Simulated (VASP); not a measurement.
# AlO5 (P6/mmm) in VASP: relaxation of cell and atoms with PBE

Aim: the relaxation of cell and atoms of AlO5 with PBE.

Everything below comes from runs of VASP 6.6.1. Logs are shortened: lines on timing, memory, paths and dates and some standing lists are left out, and cuts for length are marked.

**1. The cell of the first run**

The structure is hexagonal, space group P6/mmm (No. 191). The conventional cell has a = 3.566 Å, b = 3.566 Å, c = 6.377 Å, α = 90.00°, β = 90.00°, γ = 120.00°. Within 2.7 Å of Al (site symmetry 6/mmm) lie 6 O at 2.06 Å. O (site symmetry -6m2) has 3 Al at 2.06 Å and 3 O at 2.06 Å within 2.7 Å. Within 2.4 Å of O (site symmetry mmm) lie 4 O at 1.78 Å.

The cell was generated, and may not be a known phase.

**2. Relaxation of cell and atoms, PBE**

File INCAR:

```
PREC = Accurate ; ENCUT = 910
EDIFF = 1E-7 ; ISMEAR = 0
SIGMA = 0.1 ; LREAL = F
LASPH = T ; NELM = 120
ALGO = Normal ; ISIF = 3
LWAVE = F ; LCHARG = F
GGA = PE ; IBRION = 2
NSW = 100 ; EDIFFG = -0.01
GGA_COMPAT = F ; NELMIN = 4
```

File KPOINTS:

```
Automatic mesh
0
Gamma
  12 12 6
```

File POSCAR:

```
AlO5
1.0
    3.5655607588      0.0000000000      0.0000000000
   -1.7827803794      3.0878661959      0.0000000000
    0.0000000000      0.0000000000      6.3767516465
Al O
1 5
Direct
    0.0000000000      0.0000000000      0.0000000000
    0.3333333333      0.6666666667      0.0000000000
    0.6666666667      0.3333333333      0.0000000000
    0.5000000000      0.0000000000      0.5000000000
    0.5000000000      0.5000000000      0.5000000000
    0.0000000000      0.5000000000      0.5000000000
```

Potentials or basis: VASP PAW PBE potentials, release 64 (Al, O_h).

The run is started by

```bash
$ cat potpaw_PBE.64/Al/POTCAR potpaw_PBE.64/O_h/POTCAR > POTCAR
$ mpirun -np 1 vasp_std > vasp.out
```

OUTCAR:

```text
PREC = Accurate
   ENCUT = 910
   EDIFF = 1E-7
   ISMEAR = 0
   LREAL = F
   LASPH = T
   NELM = 120
   ISIF = 3
   GGA = PE
   IBRION = 2
   NSW = 100
   EDIFFG = -0.01
   NELMIN = 4

 ion  position               nearest neighbor table
   1  0.000  0.000  0.000-   2 2.06   3 2.06   3 2.06   2 2.06   3 2.06   2 2.06
   2  0.333  0.667  0.000-   1 2.06   1 2.06   1 2.06
   3  0.667  0.333  0.000-   1 2.06   1 2.06   1 2.06
   4  0.500  0.000  0.500-
   5  0.500  0.500  0.500-
   6  0.000  0.500  0.500-

  LATTYP: Found a hexagonal cell.
 ALAT       =     3.5655607588
 C/A-ratio  =     1.7884288273

  Lattice vectors:

 A1 = (   3.5655607588,   0.0000000000,   0.0000000000)
 A2 = (  -1.7827803794,   3.0878661959,   0.0000000000)
 A3 = (   0.0000000000,   0.0000000000,   6.3767516465)

Analysis of symmetry for initial positions (statically):
=====================================================================
 Subroutine PRICEL returns:
 Original cell was already a primitive cell.

 Routine SETGRP: Setting up the symmetry group for a
 hexagonal supercell.

 Subroutine GETGRP returns: Found 24 space group operations
 (whereof 24 operations were pure point group operations)
 out of a pool of 24 trial point group operations.

The static configuration has the point symmetry D_6h.

Analysis of symmetry for dynamics (positions and initial velocities):
=====================================================================
 Subroutine PRICEL returns:
 Original cell was already a primitive cell.

 Routine SETGRP: Setting up the symmetry group for a
 hexagonal supercell.

 Subroutine GETGRP returns: Found 24 space group operations
 (whereof 24 operations were pure point group operations)
 out of a pool of 24 trial point group operations.

The dynamic configuration has the point symmetry D_6h.

 Subroutine INISYM returns: Found 24 space group operations
 (whereof 24 operations are pure point group operations),
 and found     1 'primitive' translations

----------------------------------------------------------------------------------------

                                     Primitive cell

[... 95 lines left out ...]
   LASPH  =      T    aspherical Exc in radial PAW
   ENCUT  =  910.0 eV  66.88 Ry    8.18 a.u.   8.77  8.77 15.68*2*pi/ulx,y,z
   NELM   =    120;   NELMIN=  4; NELMDL= -5     # of ELM steps
   EDIFF  = 0.1E-06   stopping-criterion for ELM
   LREAL  =      F    real-space projection
   EDIFFG = -.1E-01   stopping-criterion for IOM
   NSW    =    100    number of steps for IOM
   IBRION =      2    ionic relax: 0-MD 1-quasi-New 2-CG
   NFREE  =      1    steps in history (QN), initial steepest desc. (CG)
   ISIF   =      3    stress and relaxation
   ISYM   =      2    0-nonsym 1-usesym 2-fastsym
   POTIM  = 0.5000    time-step for ionic-motion
   TEBEG  =    0.0;   TEEND  =   0.0 temperature during run
   PSTRESS=    0.0 pullay stress
   NELECT =      33.0000    total number of electrons
   NUPDOWN=      -1.0000    fix difference up-down
   EMIN   =  10.00;   EMAX   =-10.00  energy-range for DOS
   EFERMI =   0.00;   METHOD = LEGACY
   ISMEAR =     0;   SIGMA  =   0.10  broadening in eV -4-tet -1-fermi 0-gaus
   EFERMI_NEDOS =   21; number of points for ismear=-14 and -15
   IALGO  =     38    algorithm
   IMIX   =      4    mixing-type and parameters
     AMIX     =   0.40;   BMIX     =  1.00
     AMIX_MAG =   1.60;   BMIX_MAG =  1.00
  volume/ion in A,a.u.               =      11.70        78.96
  Fermi-wavevector in a.u.,A,eV,Ry     =   1.272870  2.405376 22.044148  1.620199
  Thomas-Fermi vector in A             =   2.405725
   LORBIT       =      0    0 simple, 1 ext, 2 COOP (PROOUT), +10 PAW based schemes
   GGA     = PE    functional components
   LHFCALC =     F    Hartree Fock is set to
   AEXX    =    0.0000 exact exchange contribution
   IVDW    =     0    specifies the selected vdW correction
   LEPSILON=     F    determine dielectric tensor
   LRPA    =     F    only Hartree local field effects (RPA)
 conjugate gradient relaxation of ions
 non-spin polarized calculation
 Gauss-broadening in eV      SIGMA  =   0.10
  energy-cutoff  :      910.00
  volume of cell :       70.21
 maximum number of plane-waves:      4406
 NGX is ok and might be reduce to    36
   NGX = 17   NGY = 17   NGZ = 31

--------------------------------------- Ionic step        1  -------------------------------------------

 number of electron      33.0000021 magnetization

 Free energy of the ion-electron system (eV)
  ---------------------------------------------------
  ext. energy  EPLUGINS =         0.00000000
  ---------------------------------------------------
  free energy    TOTEN  =       -26.00635368 eV

  energy without entropy =      -25.96584059  energy(sigma->0) =      -25.98609714

------------------------ aborting loop because EDIFF is reached ----------------------------------------

  FORCE on cell =-STRESS in cart. coord.  units (eV):
  Direction    XX          YY          ZZ          XY          YZ          ZX
  --------------------------------------------------------------------------------------
  -------------------------------------------------------------------------------------
  Total       -1.1571960     -1.1571960     -0.1089099      0.0000000      0.0000000      0.0000000
  in kB      -26.4077685    -26.4077685     -2.4853753      0.0000000      0.0000000      0.0000000
  external PRESSURE =     -18.4336374 kB  Pullay stress =       0.0000000 kB
[... 187 lines left out ...]
--------------------------------------- Ionic step        6  -------------------------------------------

 number of electron      33.0000020 magnetization

 Free energy of the ion-electron system (eV)
  ---------------------------------------------------
  ext. energy  EPLUGINS =         0.00000000
  ---------------------------------------------------
  free energy    TOTEN  =       -26.01247751 eV

  energy without entropy =      -25.97399635  energy(sigma->0) =      -25.99323693

 E-fermi :   2.2708     XC(G=0):  -9.6120

 val. band max:        2.2700546818   @ k =   0.0833   0.0833   0.3333
 cond. band min:       2.2724240869   @ k =   0.0833   0.0833   0.5000
 fundamental gap:      0.0023694051
 Fermi energy:         2.2708437858

 k-point     1 :       0.0000    0.0000    0.0000
  band No.  band energies     occupation
      1     -20.0360      2.00000
      2     -17.5981      2.00000
      3     -12.5099      2.00000
      4     -12.2608      2.00000
      5     -12.2608      2.00000
      6      -7.5421      2.00000
[... 541 lines left out ...]
     19       4.0295      0.00000
     20       6.8480      0.00000

 [... further k-points ...]
[... 5 lines left out ...]
  --------------------------------------------------------------------------------------
  -------------------------------------------------------------------------------------
  Total        0.0262900      0.0262900     -0.0339408      0.0000000     -0.0000000      0.0000000
  in kB        0.6078881      0.6078881     -0.7847933      0.0000000     -0.0000000      0.0000000
  external PRESSURE =       0.1436610 kB  Pullay stress =       0.0000000 kB
[... 21 lines left out ...]
  FREE ENERGIE OF THE ION-ELECTRON SYSTEM (eV)
  ---------------------------------------------------
  free  energy   TOTEN  =       -26.0124775086 eV

  energy  without entropy=      -25.9739963491  energy(sigma->0) =      -25.99323693

 reached required accuracy - stopping structural energy minimisation
```

CONTCAR:

```text
AlO5
   1.00000000000000
     3.5470106706899514   -0.0000000000000000    0.0000000000000000
    -1.7735053353449757    3.0718013483535982   -0.0000000000000000
     0.0000000000000000   -0.0000000000000000    6.3594912326604067
  Al              O
     1     5
Direct
     0.0000000000000000    0.0000000000000000    1.0000000000000000
     0.3333333332999970    0.6666666667000030    1.0000000000000000
     0.6666666667000030    0.3333333332999970    0.0000000000000000
     0.5000000000000000    0.0000000000000000    0.5000000000000000
     0.5000000000000000    0.5000000000000000    0.5000000000000000
     0.0000000000000000    0.5000000000000000    0.5000000000000000

  0.00000000E+00  0.00000000E+00  0.00000000E+00
  0.00000000E+00  0.00000000E+00  0.00000000E+00
  0.00000000E+00  0.00000000E+00  0.00000000E+00
  0.00000000E+00  0.00000000E+00  0.00000000E+00
  0.00000000E+00  0.00000000E+00  0.00000000E+00
  0.00000000E+00  0.00000000E+00  0.00000000E+00
```

It took 13 min on 1 thread of Intel Xeon Platinum 8488C (Sapphire Rapids), shared host; peak memory 0.41 GiB.

What came out:

- Free energy: -26.0125 eV
- Relaxed volume: 11.55 Å³/atom
- Relaxed cell: a = 3.547 Å, b = 3.547 Å, c = 6.359 Å, α = 90.00°, β = 90.00°, γ = 120.00°
- Space group after relaxing (to 0.1 Å): P6/mmm (No. 191)
- Energy gained by relaxing: 1.0 meV/atom
- Ionic steps: 6
- Pressure after relaxing: 0.0 GPa
- Band gap on the k mesh: zero (an odd number of electrons rules out a gap without spin polarisation)

Stress tensor (GPa, compression positive):
```
 0.06  0.00  0.00
 0.00  0.06  0.00
 0.00  0.00 -0.08
```

Step by step:
```csv
step,energy change (eV),largest force (eV/Å),pressure (GPa),volume (Å³)
1,0.0000,0.0000,-1.84,70.21
2,-0.0019,0.0000,1.47,68.85
3,-0.0060,0.0000,-0.06,69.46
4,-0.0060,0.0000,-0.02,69.44
5,-0.0060,0.0000,-0.01,69.40
6,-0.0061,0.0000,0.01,69.29
```

Final structure:
```
CELL_PARAMETERS angstrom
3.54701 0.00000 0.00000
-1.77351 3.07180 0.00000
0.00000 0.00000 6.35949
ATOMIC_POSITIONS crystal
Al 0.00000 0.00000 0.00000
O 0.33333 0.66667 0.00000
O 0.66667 0.33333 0.00000
O 0.50000 0.00000 0.50000
O 0.50000 0.50000 0.50000
O 0.00000 0.50000 0.50000
```

Caveat: an odd number of electrons without spin polarisation forces a metal; a magnetic or distorted state may lie lower.
